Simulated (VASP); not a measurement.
SiC, 4 atoms in the cell. It takes space group P6_3mc (No. 186, hexagonal). Conventional cell: a = 2.952 Å, b = 2.952 Å, c = 4.846 Å, α = 90.00°, β = 90.00°, γ = 120.00°. Si (site symmetry 3m) has 4 C at 1.81 to 1.82 Å within 2.4 Å. C (site symmetry 3m) has 4 Si at 1.81 to 1.82 Å within 2.4 Å.  This cell differs from its parent crystal: strain -4.0%.

* Program: VASP 6.6.1
* Task: single point
* Functional: r2SCAN
* Potentials or basis: VASP PAW PBE potentials, release 64 (Si, C)
* Cutoff: 520 eV
* k mesh: 12 × 12 × 6
* Occupations: gaussian, width 0.01 eV
* Spin: no spin polarisation
* Dipole correction: no
* Further INCAR settings: ALGO = Normal; EDIFF = 1e-06; NBANDS = 16

Potentials or basis: VASP PAW PBE potentials, release 64 (Si, C).

Launch:

```console
$ cat potpaw_PBE.64/Si/POTCAR potpaw_PBE.64/C/POTCAR > POTCAR
$ cp INCAR.step1 INCAR
$ mpirun -np 1 vasp_std > vasp.out
$ cp INCAR.step2 INCAR
$ mpirun -np 1 vasp_std > vasp.out
```

Hardware: 1 thread of Intel Xeon 8259CL (shared host).

How long does it take, and how much memory?

Run time: 2.2 min on 1 thread of Intel Xeon 8259CL (shared host), peak memory 0.18 GiB. Counts: k points 76.
